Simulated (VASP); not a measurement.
# HfO2 (Fm-3m) in VASP: a series of runs, part 2 of 3

VASP 6.6.1. Earlier steps stand in the parts before.

**4. Single point, PBEsol**

This run uses another cell than the first one, of 10.69 Å³/atom, 0.991 times its volume.

INCAR reads:

```
  PREC = Accurate
  ENCUT = 520
  EDIFF = 1E-7
  ISMEAR = -1
  SIGMA = 0.02
  LREAL = False
  LASPH = True
  NELM = 60
  ALGO = Normal
  ISIF = 2
  LWAVE = False
  LCHARG = False
  GGA = PS
  NBANDS = 18
```

KPOINTS reads:

```
regular mesh
0
Gamma
  8 8 8
```

POSCAR reads:

```
HfO2
1.0
    0.0000000000      2.5219131002      2.5219131002
    2.5219131002      0.0000000000      2.5219131002
    2.5219131002      2.5219131002      0.0000000000
Hf O
1 2
Direct
    0.0000000000      0.0000000000      0.0000000000
    0.2500000000      0.2500000000      0.2500000000
    0.7500000000      0.7500000000      0.7500000000
```

Potentials or basis: VASP PAW PBE potentials, release 64 (Hf_pv, O).

On the command line:

```
$ cat potpaw_PBE.64/Hf_pv/POTCAR potpaw_PBE.64/O/POTCAR > POTCAR
$ mpirun -np 1 vasp_std > vasp.out
```

OUTCAR:

```text
PREC = Accurate
   ENCUT = 520
   EDIFF = 1E-7
   ISMEAR = -1
   LREAL = False
   LASPH = True
   NELM = 60
   ISIF = 2
   GGA = PS

 ion  position               nearest neighbor table
   1  0.000  0.000  0.000-   3 2.18   3 2.18   3 2.18   2 2.18   3 2.18   2 2.18   2 2.18   2 2.18

   2  0.250  0.250  0.250-   1 2.18   1 2.18   1 2.18   1 2.18
   3  0.750  0.750  0.750-   1 2.18   1 2.18   1 2.18   1 2.18

  LATTYP: Found a face centered cubic cell.
 ALAT       =     5.0438262004

  Lattice vectors:

 A1 = (   0.0000000000,   2.5219131002,   2.5219131002)
 A2 = (   2.5219131002,   0.0000000000,   2.5219131002)
 A3 = (   2.5219131002,   2.5219131002,   0.0000000000)

Analysis of symmetry for initial positions (statically):
=====================================================================
 Subroutine PRICEL returns:
 Original cell was already a primitive cell.

 Routine SETGRP: Setting up the symmetry group for a
 face centered cubic supercell.

 Subroutine GETGRP returns: Found 48 space group operations
 (whereof 48 operations were pure point group operations)
 out of a pool of 48 trial point group operations.

The static configuration has the point symmetry O_h .
[... 156 lines left out ...]
  ext. energy  EPLUGINS =         0.00000000
  ---------------------------------------------------
  free energy    TOTEN  =       -31.63239624 eV

  energy without entropy =      -31.63239624  energy(sigma->0) =      -31.63239624

 E-fermi :   4.7028     XC(G=0): -12.1878

 val. band max:        4.2652885325   @ k =   0.5000   0.5000   0.0000
 cond. band min:       7.9763221911   @ k =   0.5000   0.5000   0.0000
 fundamental gap:      3.7110336587
 Fermi energy:         4.7027717417

 k-point     1 :       0.0000    0.0000    0.0000
  band No.  band energies     occupation
      1     -25.2903      2.00000
      2     -25.2903      2.00000
      3     -25.2903      2.00000
      4     -14.5208      2.00000
      5     -11.3420      2.00000
      6      -1.2325      2.00000
[... 481 lines left out ...]
      5     -12.2570      2.00000
      6      -0.7127      2.00000
[... 10 lines left out ...]
     17      15.1722      0.00000
     18      17.3889      0.00000

 [... further k-points ...]
[... 5 lines left out ...]
  --------------------------------------------------------------------------------------
  -------------------------------------------------------------------------------------
  Total       -0.7458723     -0.7458723     -0.7458723      0.0000000      0.0000000     -0.0000000
  in kB      -37.2524378    -37.2524378    -37.2524378      0.0000000      0.0000000     -0.0000000
  external PRESSURE =     -37.2524378 kB  Pullay stress =       0.0000000 kB

 VOLUME and BASIS-vectors are now :
 -----------------------------------------------------------------------------
  energy-cutoff  :      520.00
  volume of cell :       32.08
      direct lattice vectors                 reciprocal lattice vectors
     0.000000000  2.521913100  2.521913100    -0.198262184  0.198262184  0.198262184
     2.521913100  0.000000000  2.521913100     0.198262184 -0.198262184  0.198262184
     2.521913100  2.521913100  0.000000000     0.198262184  0.198262184 -0.198262184

 POSITION                                       TOTAL-FORCE (eV/Angst)
 -----------------------------------------------------------------------------------
      0.00000      0.00000      0.00000        -0.000000      0.000000      0.000000
      1.26096      1.26096      1.26096         0.000000      0.000000     -0.000000
      3.78287      3.78287      3.78287        -0.000000     -0.000000      0.000000
 -----------------------------------------------------------------------------------
    total drift:                                0.000000      0.000000      0.000000

  FREE ENERGIE OF THE ION-ELECTRON SYSTEM (eV)
  ---------------------------------------------------
  free  energy   TOTEN  =       -31.6323962378 eV

  energy  without entropy=      -31.6323962378  energy(sigma->0) =      -31.63239624
```

stdout:

```text
POSCAR found type information on POSCAR HfO
 POSCAR found :  2 types and       3 ions
 scaLAPACK will be used
 -----------------------------------------------------------------------------
|                                                                             |
|                                                                             |
|     You enforced a specific xc type in the INCAR file but a different       |
|     I HOPE YOU KNOW WHAT YOU ARE DOING!                                     |
|                                                                             |
 -----------------------------------------------------------------------------

 LDA part: xc-table for (Slater+PW92), standard interpolation
 POSCAR, INCAR and KPOINTS ok, starting setup
 FFT: planning ... GRIDC
 FFT: planning ... GRID_SOFT
 FFT: planning ... GRID
 WAVECAR not read
 entering main loop
```

Wall time 9.9 s (1 thread of AMD EPYC 9R45 (Zen 5), shared host); peak memory 0.13 GiB.

What came out:

```yaml
Free_energy: -31.6324 eV
Pressure: -3.7 GPa
Band_gap_on_the_k_mesh: 3.71 eV, direct
```

Levels at points of the mesh, in eV from the valence-band top:
```csv
k point,band 9,band 10,band 11,band 12,band 13,band 14
"(0.00, 0.00, 0.00)",-0.62,-0.62,-0.62,3.81,3.81,5.77
"(0.50, 0.00, 0.00)",-2.81,-1.87,-1.87,4.58,4.58,7.10
"(0.50, 0.50, 0.00)",-1.57,-1.57,0.00,3.71,5.51,6.74
```

Caveat: the PAW data sets were made with another functional, which shifts forces and pressure a little; spin-orbit coupling is left out, which moves the levels of the heavy elements. A k mesh can miss the band edges.

(Part 2 of 3 ends here.)
